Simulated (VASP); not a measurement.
# In2O3 (R-3c) in VASP: further runs

Runs on In2O3. Level: PBE. Tasks: single point.

Everything below comes from runs of VASP 6.6.1. Logs are shortened: lines on timing, memory, paths and dates and some standing lists are left out, and cuts for length are marked.

## (1) The cell of the first run

It takes space group R-3c (No. 167, trigonal). The conventional cell has a = 5.462 Å, b = 5.462 Å, c = 14.455 Å, α = 90.00°, β = 90.00°, γ = 120.00°. Within 2.8 Å of In (site symmetry 3) lie 6 O at 2.11 to 2.24 Å. O (site symmetry 2) has 4 In at 2.11 to 2.24 Å and 8 O at 2.80 to 3.09 Å within 3.1 Å.

## (2) Single point, PBE (12.45 Å³/atom)

The input, INCAR:

```
ALGO = Normal
EDIFF = 1E-7
ENCUT = 520
GGA = PE
ISIF = 2
ISMEAR = 0
LASPH = T
LCHARG = F
LREAL = F
LWAVE = F
NBANDS = 55
NELM = 100
PREC = Accurate
SIGMA = 0.01
```

The input, KPOINTS:

```
k-points
0
Gamma
  4 4 4
```

The input, POSCAR:

```
In2O3
1.0
    2.7309137613      1.5766937952      4.8183277585
   -2.7309137613      1.5766937952      4.8183277585
    0.0000000000     -3.1533875905      4.8183277585
In O
4 6
Direct
    0.8572457911      0.8572457911      0.8572457911
    0.3572457911      0.3572457911      0.3572457911
    0.1427542089      0.1427542089      0.1427542089
    0.6427542089      0.6427542089      0.6427542089
    0.4535242898      0.0464757102      0.7500000000
    0.0464757102      0.7500000000      0.4535242898
    0.5464757102      0.9535242898      0.2500000000
    0.2500000000      0.5464757102      0.9535242898
    0.9535242898      0.2500000000      0.5464757102
    0.7500000000      0.4535242898      0.0464757102
```

Potentials or basis: VASP PAW PBE potentials, release 64 (In_d, O).

Launch:

```sh
$ cat potpaw_PBE.64/In_d/POTCAR potpaw_PBE.64/O/POTCAR > POTCAR
$ mpirun -np 1 vasp_std > vasp.out
```

OUTCAR:

```text
EDIFF = 1E-7
   ENCUT = 520
   GGA = PE
   ISIF = 2
   ISMEAR = 0
   LASPH = T
   LREAL = F
   NELM = 100
   PREC = Accurate

 ion  position               nearest neighbor table
   1  0.857  0.857  0.857-   8 2.11   9 2.11   7 2.11   5 2.24  10 2.24   6 2.24   4 3.10   3 3.23
                             3 3.23   3 3.23   4 3.59   4 3.59   4 3.59   2 3.97   2 3.97   2 3.97
   2  0.357  0.357  0.357-   6 2.11  10 2.11   5 2.11   7 2.24   9 2.24   8 2.24   3 3.10   4 3.23
                             4 3.23   4 3.23   3 3.59   3 3.59   3 3.59   1 3.97   1 3.97   1 3.97
   3  0.143  0.143  0.143-  10 2.11   6 2.11   5 2.11   7 2.24   8 2.24   9 2.24   2 3.10   1 3.23
                             1 3.23   1 3.23   2 3.59   2 3.59   2 3.59   4 3.97   4 3.97   4 3.97
   4  0.643  0.643  0.643-   9 2.11   8 2.11   7 2.11   5 2.24   6 2.24  10 2.24   1 3.10   2 3.23
                             2 3.23   2 3.23   1 3.59   1 3.59   1 3.59   3 3.97   3 3.97   3 3.97
   5  0.454  0.046  0.750-   2 2.11   3 2.11   1 2.24   4 2.24
   6  0.046  0.750  0.454-   2 2.11   3 2.11   4 2.24   1 2.24
   7  0.546  0.954  0.250-   1 2.11   4 2.11   3 2.24   2 2.24
   8  0.250  0.546  0.954-   1 2.11   4 2.11   3 2.24   2 2.24
   9  0.954  0.250  0.546-   4 2.11   1 2.11   2 2.24   3 2.24
  10  0.750  0.454  0.046-   3 2.11   2 2.11   1 2.24   4 2.24

  LATTYP: Found a trigonal (rhomboedric) cell.
 ALAT       =     5.7584838008
 COS(alpha) =     0.5501894176

  Lattice vectors:

 A1 = (   2.7309137613,   1.5766937952,   4.8183277585)
 A2 = (  -2.7309137613,   1.5766937952,   4.8183277585)
 A3 = (   0.0000000000,  -3.1533875905,   4.8183277585)

Analysis of symmetry for initial positions (statically):
=====================================================================
 Subroutine PRICEL returns:
 Original cell was already a primitive cell.

 Routine SETGRP: Setting up the symmetry group for a
 trigonal (rhombohedral) supercell.

 Subroutine GETGRP returns: Found 12 space group operations
 (whereof  6 operations were pure point group operations)
 out of a pool of 12 trial point group operations.

The static configuration has the point symmetry S_6 .
 The point group associated with its full space group is D_3d.

Analysis of symmetry for dynamics (positions and initial velocities):
=====================================================================
 Subroutine PRICEL returns:
 Original cell was already a primitive cell.

 Routine SETGRP: Setting up the symmetry group for a
 trigonal (rhombohedral) supercell.

 Subroutine GETGRP returns: Found 12 space group operations
 (whereof  6 operations were pure point group operations)
 out of a pool of 12 trial point group operations.

The dynamic configuration has the point symmetry S_6 .
 The point group associated with its full space group is D_3d.

 Subroutine INISYM returns: Found 12 space group operations
 (whereof  6 operations are pure point group operations),
 and found     1 'primitive' translations

----------------------------------------------------------------------------------------

                                     Primitive cell

  volume of cell :     124.4810

  direct lattice vectors                    reciprocal lattice vectors
     2.730913761  1.576693795  4.818327758     0.183088901  0.105706426  0.069180295
    -2.730913761  1.576693795  4.818327758    -0.183088901  0.105706426  0.069180295
     0.000000000 -3.153387590  4.818327758     0.000000000 -0.211412853  0.069180294

  length of vectors
     5.758483801  5.758483801  5.758483801     0.222443942  0.222443942  0.222443942

  position of ions in fractional coordinates (direct lattice)
     0.857245791  0.857245791  0.857245791
     0.357245791  0.357245791  0.357245791
     0.142754209  0.142754209  0.142754209
     0.642754209  0.642754209  0.642754209
     0.453524290  0.046475710  0.750000000
     0.046475710  0.750000000  0.453524290
     0.546475710  0.953524290  0.250000000
     0.250000000  0.546475710  0.953524290
     0.953524290  0.250000000  0.546475710
     0.750000000  0.453524290  0.046475710

  ion indices of the primitive-cell ions
   primitive index   ion index
                 1           1
                 2           2
                 3           3
                 4           4
                 5           5
                 6           6
                 7           7
                 8           8
                 9           9
                10          10

----------------------------------------------------------------------------------------

 KPOINTS: k-points

Automatic generation of k-mesh.
 Grid dimensions read from file:
 generate k-points for:    4    4    4

 Generating k-lattice:

  Cartesian coordinates                     Fractional coordinates (reciprocal lattice)
     0.045772225  0.026426607  0.017295074     0.250000000  0.000000000  0.000000000
    -0.045772225  0.026426607  0.017295074     0.000000000  0.250000000  0.000000000
     0.000000000 -0.052853213  0.017295074     0.000000000  0.000000000  0.250000000

  Length of vectors
     0.055610986  0.055610986  0.055610986

  Shift w.r.t. Gamma in fractional coordinates (k-lattice)
     0.000000000  0.000000000  0.000000000

 Subroutine IBZKPT returns following result:
 ===========================================

 Found     13 irreducible k-points:

 Following reciprocal coordinates:
            Coordinates               Weight
  0.000000  0.000000  0.000000      1.000000
  0.250000 -0.000000 -0.000000      6.000000
  0.500000 -0.000000 -0.000000      3.000000
  0.250000  0.250000 -0.000000      6.000000
  0.500000  0.250000  0.000000     12.000000
 -0.250000  0.250000  0.000000      6.000000
  0.500000  0.500000 -0.000000      3.000000
  0.250000  0.250000  0.250000      2.000000
  0.500000  0.250000  0.250000      6.000000
 -0.250000  0.250000  0.250000      6.000000
  0.500000  0.500000  0.250000      6.000000
 -0.250000  0.500000  0.250000      6.000000
  0.500000  0.500000  0.500000      1.000000
   k-points           NKPTS =     13   k-points in BZ     NKDIM =     13   number of bands    NBANDS=     55
   number of dos      NEDOS =    301   number of ions     NIONS =     10
   total plane-waves  NPLWV = 110592
   dimension x,y,z NGX =    48 NGY =   48 NGZ =   48
   dimension x,y,z NGXF=    96 NGYF=   96 NGZF=   96
   ions per type =               4   6
   NGX,Y,Z   is equivalent  to a cutoff of  13.86, 13.86, 13.86 a.u.
   NGXF,Y,Z  is equivalent  to a cutoff of  27.71, 27.71, 27.71 a.u.
 SYSTEM =  unknown system
   PREC   = accura    normal or accurate (medium, high low for compatibility)
   ISTART =      0    job   : 0-new  1-cont  2-samecut
   ICHARG =      2    charge: 1-file 2-atom 10-const
   ISPIN  =      1    spin polarized calculation?
   LNONCOLLINEAR =      F non collinear calculations
   LSORBIT =      F    spin-orbit coupling
   LASPH  =      T    aspherical Exc in radial PAW
   ENCUT  =  520.0 eV  38.22 Ry    6.18 a.u.  10.71 10.71 10.71*2*pi/ulx,y,z
   NELM   =    100;   NELMIN=  2; NELMDL= -5     # of ELM steps
   EDIFF  = 0.1E-06   stopping-criterion for ELM
   LREAL  =      F    real-space projection
   EDIFFG = 0.1E-05   stopping-criterion for IOM
   NSW    =      0    number of steps for IOM
   IBRION =     -1    ionic relax: 0-MD 1-quasi-New 2-CG
   NFREE  =      0    steps in history (QN), initial steepest desc. (CG)
   ISIF   =      2    stress and relaxation
   ISYM   =      2    0-nonsym 1-usesym 2-fastsym
   POTIM  = 0.5000    time-step for ionic-motion
   TEBEG  =    0.0;   TEEND  =   0.0 temperature during run
   PSTRESS=    0.0 pullay stress
   NELECT =      88.0000    total number of electrons
   NUPDOWN=      -1.0000    fix difference up-down
   EMIN   =  10.00;   EMAX   =-10.00  energy-range for DOS
   EFERMI =   0.00;   METHOD = LEGACY
   ISMEAR =     0;   SIGMA  =   0.01  broadening in eV -4-tet -1-fermi 0-gaus
   EFERMI_NEDOS =   21; number of points for ismear=-14 and -15
   IALGO  =     38    algorithm
   IMIX   =      4    mixing-type and parameters
     AMIX     =   0.40;   BMIX     =  1.00
     AMIX_MAG =   1.60;   BMIX_MAG =  1.00
  volume/ion in A,a.u.               =      12.45        84.00
  Fermi-wavevector in a.u.,A,eV,Ry     =   1.458371  2.755922 28.937504  2.126847
  Thomas-Fermi vector in A             =   2.575063
   LORBIT       =      0    0 simple, 1 ext, 2 COOP (PROOUT), +10 PAW based schemes
   GGA     = PE    functional components
   LHFCALC =     F    Hartree Fock is set to
   AEXX    =    0.0000 exact exchange contribution
   IVDW    =     0    specifies the selected vdW correction
   LEPSILON=     F    determine dielectric tensor
   LRPA    =     F    only Hartree local field effects (RPA)
 non-spin polarized calculation
 Gauss-broadening in eV      SIGMA  =   0.01
  energy-cutoff  :      520.00
  volume of cell :      124.48
 maximum number of plane-waves:      3378
 NGX is ok and might be reduce to    48
   NGX = 21   NGY = 21   NGZ = 21

 number of electron      87.9999998 magnetization

 Free energy of the ion-electron system (eV)
  ---------------------------------------------------
  ext. energy  EPLUGINS =         0.00000000
  ---------------------------------------------------
  free energy    TOTEN  =       -55.18209704 eV

  energy without entropy =      -55.18209704  energy(sigma->0) =      -55.18209704

 E-fermi :   5.8432     XC(G=0): -11.3040

 val. band max:        5.7785239317   @ k =   0.2500  -0.0000  -0.0000
 cond. band min:       7.1700513211   @ k =   0.0000   0.0000   0.0000
 fundamental gap:      1.3915273895
 Fermi energy:         5.8432316647

 k-point     1 :       0.0000    0.0000    0.0000
  band No.  band energies     occupation
      1     -11.9515      2.00000
      2     -11.0330      2.00000
      3     -11.0330      2.00000
      4     -10.8074      2.00000
      5     -10.8074      2.00000
      6     -10.7213      2.00000
[... 47 lines left out ...]
     54      15.7966      0.00000
[... 695 lines left out ...]
     54      15.6680      0.00000
     55      17.7105      0.00000

------------------------ aborting loop because EDIFF is reached ----------------------------------------

  FORCE on cell =-STRESS in cart. coord.  units (eV):
  Direction    XX          YY          ZZ          XY          YZ          ZX
  --------------------------------------------------------------------------------------
  -------------------------------------------------------------------------------------
  Total        9.4549232      9.4549232      8.0416100     -0.0000000     -0.0000000      0.0000000
  in kB      121.6930161    121.6930161    103.5024559     -0.0000000     -0.0000000      0.0000000
  external PRESSURE =     115.6294960 kB  Pullay stress =       0.0000000 kB

 VOLUME and BASIS-vectors are now :
 -----------------------------------------------------------------------------
  energy-cutoff  :      520.00
  volume of cell :      124.48
      direct lattice vectors                 reciprocal lattice vectors
     2.730913761  1.576693795  4.818327758     0.183088901  0.105706426  0.069180295
    -2.730913761  1.576693795  4.818327758    -0.183088901  0.105706426  0.069180295
     0.000000000 -3.153387590  4.818327758     0.000000000 -0.211412853  0.069180294

 POSITION                                       TOTAL-FORCE (eV/Angst)
 -----------------------------------------------------------------------------------
      0.00000     -0.00000     12.39147        -0.000000     -0.000000      0.104891
      0.00000     -0.00000      5.16398        -0.000000     -0.000000      0.104891
      0.00000     -0.00000      2.06351        -0.000000      0.000000     -0.104891
      0.00000     -0.00000      9.29100        -0.000000      0.000000     -0.104891
      1.11161     -1.57669      6.02291         0.016726      0.000000     -0.000000
     -1.92126     -0.17434      6.02291        -0.008363     -0.014485      0.000000
     -1.11161      1.57669      8.43207        -0.016726      0.000000     -0.000000
     -0.80965     -1.75103      8.43207         0.008363     -0.014485      0.000000
      1.92126      0.17434      8.43207         0.008363      0.014485      0.000000
      0.80965      1.75103      6.02291        -0.008363      0.014485      0.000000
 -----------------------------------------------------------------------------------
    total drift:                               -0.000000     -0.000000      0.000000

  FREE ENERGIE OF THE ION-ELECTRON SYSTEM (eV)
  ---------------------------------------------------
  free  energy   TOTEN  =       -55.1820970390 eV

  energy  without entropy=      -55.1820970390  energy(sigma->0) =      -55.18209704
```

Wall time 94 s (1 thread of Intel Xeon 6975P-C (Granite Rapids), shared host); peak memory 0.34 GiB.

What came out:

```yaml
Free_energy: -55.1821 eV
Pressure: 11.6 GPa
Largest_force: 0.105 eV/Å
Band_gap_on_the_k_mesh: 1.39 eV (least direct gap 1.40 eV)
```

Forces on the atoms (eV/Å):
```
In   0.000  0.000  0.105
In   0.000  0.000  0.105
In   0.000  0.000 -0.105
In   0.000  0.000 -0.105
O    0.017  0.000  0.000
O   -0.008 -0.014  0.000
O   -0.017  0.000  0.000
O    0.008 -0.014  0.000
O    0.008  0.014  0.000
O   -0.008  0.014  0.000
```

Levels at points of the mesh, in eV from the valence-band top:
```csv
k point,band 42,band 43,band 44,band 45,band 46,band 47
"(0.00, 0.00, 0.00)",-0.26,-0.01,-0.01,1.39,5.63,6.42
"(0.50, 0.00, 0.00)",-0.73,-0.05,-0.05,5.09,5.09,6.03
"(0.50, 0.50, 0.00)",-0.32,-0.07,-0.03,5.33,5.65,6.63
"(0.50, 0.50, 0.50)",-0.18,-0.18,-0.18,4.53,4.53,7.36
```

Caveat: the cell stands under pressure; spin-orbit coupling is left out, which moves the levels of the heavy elements. A k mesh can miss the band edges.

## (3) Single point, PBE (12.85 Å³/atom)

This run uses another cell than the first one, of 12.85 Å³/atom.

The input, INCAR:

```
SYSTEM = In2O3
PREC = Accurate
ENCUT = 520
EDIFF = 1E-6
ISMEAR = 0
SIGMA = 0.01
LREAL = .FALSE.
LASPH = .TRUE.
NELM = 60
ALGO = Normal
ISIF = 2
LWAVE = .FALSE.
LCHARG = .FALSE.
GGA = PE
NBANDS = 55
```

The input, KPOINTS:

```
Automatic mesh
0
G
  4 4 4
  0 0 0
```

Edit POSCAR of step 2 so:

```diff
@@ -2,5 +2,5 @@
 1.0
-    2.7309137613      1.5766937952      4.8183277585
-   -2.7309137613      1.5766937952      4.8183277585
-    0.0000000000     -3.1533875905      4.8183277585
+    2.7596623346      1.5932917918      4.8690507256
+   -2.7596623346      1.5932917918      4.8690507256
+    0.0000000000     -3.1865835835      4.8690507256
 In O
```

Potentials or basis: VASP PAW PBE potentials, release 64 (In_d, O).

Launch:

```sh
$ cat potpaw_PBE.64/In_d/POTCAR potpaw_PBE.64/O/POTCAR > POTCAR
$ mpirun -np 1 vasp_std > vasp.out
```

Run time: 81 s. Hardware: 1 thread of Intel Xeon 6975P-C (Granite Rapids), shared host; peak memory 0.34 GiB.

Results (log left out):

| Item | Value |
| --- | --- |
| Free energy | -55.3967 eV |
| Pressure | 5.5 GPa |
| Largest force | 0.039 eV/Å |
| Band gap on the k mesh | 1.17 eV (least direct gap 1.22 eV) |

Forces in eV/Å, atoms in the order of the input:
```
In   0.000  0.000  0.039
In   0.000  0.000  0.039
In   0.000  0.000 -0.039
In   0.000  0.000 -0.039
O    0.012  0.000  0.000
O   -0.006 -0.010  0.000
O   -0.012  0.000  0.000
O    0.006 -0.010  0.000
O    0.006  0.010  0.000
O   -0.006  0.010  0.000
```

Stress tensor (GPa, compression positive):
```
5.79 0.00 0.00
0.00 5.79 0.00
0.00 0.00 4.87
```

Levels at points of the mesh, in eV from the valence-band top:
| k point | band 40 | band 41 | band 42 | band 43 | band 44 | band 45 | band 46 | band 47 | band 48 | band 49 |
| --- | --- | --- | --- | --- | --- | --- | --- | --- | --- | --- |
| (0.00, 0.00, 0.00) | -0.37 | -0.25 | -0.25 | -0.04 | -0.04 | 1.17 | 5.48 | 6.13 | 7.19 | 9.11 |
| (0.50, 0.00, 0.00) | -0.88 | -0.72 | -0.72 | -0.06 | -0.06 | 4.86 | 4.86 | 5.79 | 5.79 | 8.36 |
| (0.50, 0.50, 0.00) | -0.82 | -0.53 | -0.33 | -0.08 | -0.03 | 5.07 | 5.42 | 6.34 | 6.45 | 7.28 |
| (0.50, 0.50, 0.50) | -1.07 | -0.18 | -0.18 | -0.18 | -0.18 | 4.31 | 4.31 | 7.03 | 7.03 | 8.25 |

Caveat: the cell stands under pressure; spin-orbit coupling is left out, which moves the levels of the heavy elements.
